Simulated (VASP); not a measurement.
# Lu (Pm-3m) in VASP: further runs

Lu is run at these levels: PBEsol; tasks: single point.

Everything below comes from runs of VASP 6.6.1. Logs are shortened: lines on timing, memory, paths and dates and some standing lists are left out, and cuts for length are marked.

### Step 1. The cell of the first run

The structure is cubic, space group Pm-3m (No. 221). Conventional cell: a = 3.168 Å, b = 3.168 Å, c = 3.168 Å, α = 90.00°, β = 90.00°, γ = 90.00°. Within 4.2 Å of Lu (site symmetry m-3m) lie 6 Lu at 3.17 Å.

This isn't the form of Lu at room conditions, which is hcp.

### Step 2. Single point, PBEsol (31.80 Å³/atom)

File INCAR:

```
PREC = Accurate ; ENCUT = 520
EDIFF = 1E-6 ; ISMEAR = -1
SIGMA = 0.1 ; LREAL = F
LASPH = T ; NELM = 100
ALGO = Normal ; ISIF = 2
LWAVE = F ; LCHARG = F
GGA = PS ; NBANDS = 18
```

File KPOINTS:

```
Automatic mesh
0
Gamma
  11 11 11
```

File POSCAR:

```
Lu
1.0
    3.1682843108      0.0000000000      0.0000000000
    0.0000000000      3.1682843108      0.0000000000
    0.0000000000      0.0000000000      3.1682843108
Lu
1
Direct
    0.0000000000      0.0000000000      0.0000000000
```

Potentials or basis: VASP PAW PBE potentials, release 64 (Lu).

Launch:

```bash
$ cat potpaw_PBE.64/Lu/POTCAR > POTCAR
$ mpirun -np 1 vasp_std > vasp.out
```

OUTCAR:

```text
PREC = Accurate
   ENCUT = 520
   EDIFF = 1E-6
   ISMEAR = -1
   LREAL = F
   LASPH = T
   NELM = 100
   ISIF = 2
   GGA = PS

 ion  position               nearest neighbor table
   1  0.000  0.000  0.000-

  LATTYP: Found a simple cubic cell.
 ALAT       =     3.1682843108

  Lattice vectors:

 A1 = (   3.1682843108,   0.0000000000,   0.0000000000)
 A2 = (   0.0000000000,   3.1682843108,   0.0000000000)
 A3 = (   0.0000000000,   0.0000000000,   3.1682843108)

Analysis of symmetry for initial positions (statically):
=====================================================================
 Subroutine PRICEL returns:
 Original cell was already a primitive cell.

 Routine SETGRP: Setting up the symmetry group for a
 simple cubic supercell.

 Subroutine GETGRP returns: Found 48 space group operations
 (whereof 48 operations were pure point group operations)
 out of a pool of 48 trial point group operations.

The static configuration has the point symmetry O_h .

Analysis of symmetry for dynamics (positions and initial velocities):
=====================================================================
 Subroutine PRICEL returns:
 Original cell was already a primitive cell.

 Routine SETGRP: Setting up the symmetry group for a
 simple cubic supercell.

 Subroutine GETGRP returns: Found 48 space group operations
 (whereof 48 operations were pure point group operations)
 out of a pool of 48 trial point group operations.

The dynamic configuration has the point symmetry O_h .

 Subroutine INISYM returns: Found 48 space group operations
 (whereof 48 operations are pure point group operations),
 and found     1 'primitive' translations

----------------------------------------------------------------------------------------

                                     Primitive cell

  volume of cell :      31.8033

  direct lattice vectors                    reciprocal lattice vectors
     3.168284311  0.000000000  0.000000000     0.315628240  0.000000000  0.000000000
     0.000000000  3.168284311  0.000000000     0.000000000  0.315628240  0.000000000
     0.000000000  0.000000000  3.168284311     0.000000000  0.000000000  0.315628240

  length of vectors
     3.168284311  3.168284311  3.168284311     0.315628240  0.315628240  0.315628240

  position of ions in fractional coordinates (direct lattice)
     0.000000000  0.000000000  0.000000000

  ion indices of the primitive-cell ions
   primitive index   ion index
                 1           1
[... 68 lines left out ...]
   LSORBIT =      F    spin-orbit coupling
   LASPH  =      T    aspherical Exc in radial PAW
   ENCUT  =  520.0 eV  38.22 Ry    6.18 a.u.   5.89  5.89  5.89*2*pi/ulx,y,z
   NELM   =    100;   NELMIN=  2; NELMDL= -5     # of ELM steps
   EDIFF  = 0.1E-05   stopping-criterion for ELM
   LREAL  =      F    real-space projection
   EDIFFG = 0.1E-04   stopping-criterion for IOM
   NSW    =      0    number of steps for IOM
   IBRION =     -1    ionic relax: 0-MD 1-quasi-New 2-CG
   NFREE  =      0    steps in history (QN), initial steepest desc. (CG)
   ISIF   =      2    stress and relaxation
   ISYM   =      2    0-nonsym 1-usesym 2-fastsym
   POTIM  = 0.5000    time-step for ionic-motion
   TEBEG  =    0.0;   TEEND  =   0.0 temperature during run
   PSTRESS=    0.0 pullay stress
   NELECT =      25.0000    total number of electrons
   NUPDOWN=      -1.0000    fix difference up-down
   EMIN   =  10.00;   EMAX   =-10.00  energy-range for DOS
   EFERMI =   0.00;   METHOD = LEGACY
   ISMEAR =    -1;   SIGMA  =   0.10  broadening in eV -4-tet -1-fermi 0-gaus
   EFERMI_NEDOS =   21; number of points for ismear=-14 and -15
   IALGO  =     38    algorithm
   IMIX   =      4    mixing-type and parameters
     AMIX     =   0.40;   BMIX     =  1.00
     AMIX_MAG =   1.60;   BMIX_MAG =  1.00
  volume/ion in A,a.u.               =      31.80       214.62
  Fermi-wavevector in a.u.,A,eV,Ry     =   1.510882  2.855154 31.058915  2.282766
  Thomas-Fermi vector in A             =   2.621013
   LORBIT       =      0    0 simple, 1 ext, 2 COOP (PROOUT), +10 PAW based schemes
   GGA     = PS    functional components
   LHFCALC =     F    Hartree Fock is set to
   AEXX    =    0.0000 exact exchange contribution
   IVDW    =     0    specifies the selected vdW correction
   LEPSILON=     F    determine dielectric tensor
   LRPA    =     F    only Hartree local field effects (RPA)
 non-spin polarized calculation
  energy-cutoff  :      520.00
  volume of cell :       31.80
 maximum number of plane-waves:       874
 NGX is ok and might be reduce to    24
   NGX = 11   NGY = 11   NGZ = 11

 number of electron      24.9999983 magnetization

 Free energy of the ion-electron system (eV)
  ---------------------------------------------------
  ext. energy  EPLUGINS =         0.00000000
  ---------------------------------------------------
  free energy    TOTEN  =        -4.10527674 eV

  energy without entropy =       -4.04370211  energy(sigma->0) =       -4.07448943

 E-fermi :   1.6913     XC(G=0): -10.3073

 val. band max:        1.6834016260   @ k =   0.2727   0.0000   0.0000
 cond. band min:       1.7044743446   @ k =   0.1818   0.0909   0.0909
 fundamental gap:      0.0210727186
 Fermi energy:         1.6912610963

 k-point     1 :       0.0000    0.0000    0.0000
  band No.  band energies     occupation
      1     -54.9142      2.00000
      2     -25.2945      2.00000
      3     -25.2945      2.00000
      4     -25.2945      2.00000
      5      -4.0151      2.00000
      6      -3.6254      2.00000
[... 481 lines left out ...]
      5      -3.6482      2.00000
      6      -3.6421      2.00000
[... 10 lines left out ...]
     17       7.4242      0.00000
     18      10.0716      0.00000

 [... further k-points ...]

------------------------ aborting loop because EDIFF is reached ----------------------------------------

  FORCE on cell =-STRESS in cart. coord.  units (eV):
  Direction    XX          YY          ZZ          XY          YZ          ZX
  --------------------------------------------------------------------------------------
  -------------------------------------------------------------------------------------
  Total       -0.2051602     -0.2051602     -0.2051602      0.0000000     -0.0000000      0.0000000
  in kB      -10.3354924    -10.3354924    -10.3354924      0.0000000     -0.0000000      0.0000000
  external PRESSURE =     -10.3354924 kB  Pullay stress =       0.0000000 kB

 VOLUME and BASIS-vectors are now :
 -----------------------------------------------------------------------------
  energy-cutoff  :      520.00
  volume of cell :       31.80
      direct lattice vectors                 reciprocal lattice vectors
     3.168284311  0.000000000  0.000000000     0.315628240  0.000000000  0.000000000
     0.000000000  3.168284311  0.000000000     0.000000000  0.315628240  0.000000000
     0.000000000  0.000000000  3.168284311     0.000000000  0.000000000  0.315628240

 POSITION                                       TOTAL-FORCE (eV/Angst)
 -----------------------------------------------------------------------------------
      0.00000      0.00000      0.00000         0.000000      0.000000      0.000000
 -----------------------------------------------------------------------------------
    total drift:                                0.000000      0.000000     -0.000000

  FREE ENERGIE OF THE ION-ELECTRON SYSTEM (eV)
  ---------------------------------------------------
  free  energy   TOTEN  =        -4.1052767373 eV

  energy  without entropy=       -4.0437021138  energy(sigma->0) =       -4.07448943
```

OSZICAR:

```text
N       E                     dE             d eps       ncg     rms          rms(c)
DAV:   1     0.845010109607E+02    0.84501E+02   -0.10207E+04  2520   0.452E+03
DAV:   2     0.189262553090E+01   -0.82608E+02   -0.81036E+02  2060   0.361E+02
DAV:   3    -0.396811275687E+01   -0.58607E+01   -0.57833E+01  2244   0.735E+01
DAV:   4    -0.420079462305E+01   -0.23268E+00   -0.23082E+00  2914   0.117E+01
DAV:   5    -0.420597959941E+01   -0.51850E-02   -0.51833E-02  2356   0.150E+00    0.293E+00
DAV:   6    -0.412270600481E+01    0.83274E-01   -0.23845E-01  3090   0.716E+00    0.122E+00
DAV:   7    -0.410649465664E+01    0.16211E-01   -0.34885E-02  3006   0.125E+00    0.249E-01
DAV:   8    -0.410509631236E+01    0.13983E-02   -0.46787E-03  3048   0.666E-01    0.847E-02
DAV:   9    -0.410527484963E+01   -0.17854E-03   -0.44854E-04  3022   0.203E-01    0.128E-02
DAV:  10    -0.410527637971E+01   -0.15301E-05   -0.28604E-05  2480   0.337E-02    0.629E-03
DAV:  11    -0.410527673730E+01   -0.35759E-06   -0.15012E-06  1852   0.104E-02
   1 F= -.41052767E+01 E0= -.40744894E+01  d E =-.615746E-01
```

Wall time 12 s (1 thread of AMD EPYC 9R45 (Zen 5), shared host); peak memory 0.14 GiB.

What came out:

```yaml
Free_energy: -4.1053 eV
Pressure: -1.0 GPa
Band_gap_on_the_k_mesh: zero (an odd number of electrons rules out a gap without spin polarisation)
```

Levels at points of the mesh, in eV from the Fermi level:
```tsv
k point	band 9	band 10	band 11	band 12	band 13	band 14	band 15	band 16
(0.00, 0.00, 0.00)	-5.29	-5.29	-5.29	-5.25	-0.43	-0.43	6.22	6.22
```

Caveat: the PAW data sets were made with another functional, which shifts forces and pressure a little; spin-orbit coupling is left out, which moves the levels of the heavy elements.

### Step 3. Single point, PBEsol (33.03 Å³/atom)

This run uses another cell than the first one, of 33.03 Å³/atom.

File INCAR:

```
ALGO = Normal
EDIFF = 1E-6
ENCUT = 520
GGA = PS
ISIF = 2
ISMEAR = -1
LASPH = True
LCHARG = True
LELF = True
LREAL = False
LVHAR = True
LWAVE = False
NBANDS = 18
NELM = 80
PREC = Accurate
SIGMA = 0.1
```

File KPOINTS:

```
k-points
0
Gamma
  11 11 11
```

File POSCAR:

```
Lu
1.0
    3.2083934334      0.0000000000      0.0000000000
    0.0000000000      3.2083934334      0.0000000000
    0.0000000000      0.0000000000      3.2083934334
Lu
1
Direct
    0.0000000000      0.0000000000      0.0000000000
```

Potentials or basis: VASP PAW PBE potentials, release 64 (Lu).

Launch:

```bash
$ cat potpaw_PBE.64/Lu/POTCAR > POTCAR
$ mpirun -np 1 vasp_std > vasp.out
```

It took 12 s on 1 thread of AMD EPYC 9R45 (Zen 5), shared host; peak memory 0.14 GiB.

The run converged. Its results:

| Item | Value |
| --- | --- |
| Free energy | -4.0940 eV |
| Pressure | -2.1 GPa |
| Band gap on the k mesh | zero (an odd number of electrons rules out a gap without spin polarisation) |

Levels at points of the mesh, in eV from the Fermi level:
```tsv
k point	band 8	band 9	band 10	band 11	band 12	band 13	band 14	band 15	band 16	band 17
(0.00, 0.00, 0.00)	-5.38	-5.35	-5.35	-5.35	-5.32	-0.39	-0.39	5.99	5.99	5.99
```

Caveat: the PAW data sets were made with another functional, which shifts forces and pressure a little; spin-orbit coupling is left out, which moves the levels of the heavy elements.

### Step 4. Single point, PBEsol (34.25 Å³/atom)

This run uses another cell than the first one, of 34.25 Å³/atom.

File INCAR:

```
SYSTEM = Lu
  ALGO = Normal
  EDIFF = 1E-6
  ENCUT = 520
  GGA = PS
  ISIF = 2
  ISMEAR = -1
  LASPH = .True.
  LCHARG = .False.
  LREAL = .False.
  LWAVE = .False.
  NBANDS = 18
  NELM = 80
  PREC = Accurate
  SIGMA = 0.1
```

File KPOINTS:

```
k-points
0
Gamma
  11 11 11
  0 0 0
```

File POSCAR:

```
Lu
1.0
    3.2475240391      0.0000000000      0.0000000000
    0.0000000000      3.2475240391      0.0000000000
    0.0000000000      0.0000000000      3.2475240391
Lu
1
Direct
    0.0000000000      0.0000000000      0.0000000000
```

Launch:

```bash
$ cat potpaw_PBE.64/Lu/POTCAR > POTCAR
$ mpirun -np 1 vasp_std > vasp.out
```

Wall time 12 s (1 thread of AMD EPYC 9R45 (Zen 5), shared host); peak memory 0.14 GiB.

The run converged. Its results:

| Property | Result |
| --- | --- |
| Free energy | -4.0754 eV |
| Pressure | -2.9 GPa |
| Band gap on the k mesh | zero (an odd number of electrons rules out a gap without spin polarisation) |

Levels at points of the mesh, in eV from the Fermi level:
| k point | band 8 | band 9 | band 10 | band 11 | band 12 | band 13 | band 14 | band 15 | band 16 | band 17 |
| --- | --- | --- | --- | --- | --- | --- | --- | --- | --- | --- |
| (0.00, 0.00, 0.00) | -5.44 | -5.42 | -5.42 | -5.42 | -5.39 | -0.35 | -0.35 | 5.77 | 5.77 | 5.77 |

Caveat: the PAW data sets were made with another functional, which shifts forces and pressure a little; spin-orbit coupling is left out, which moves the levels of the heavy elements.

(Part 1 of 2 ends here.)
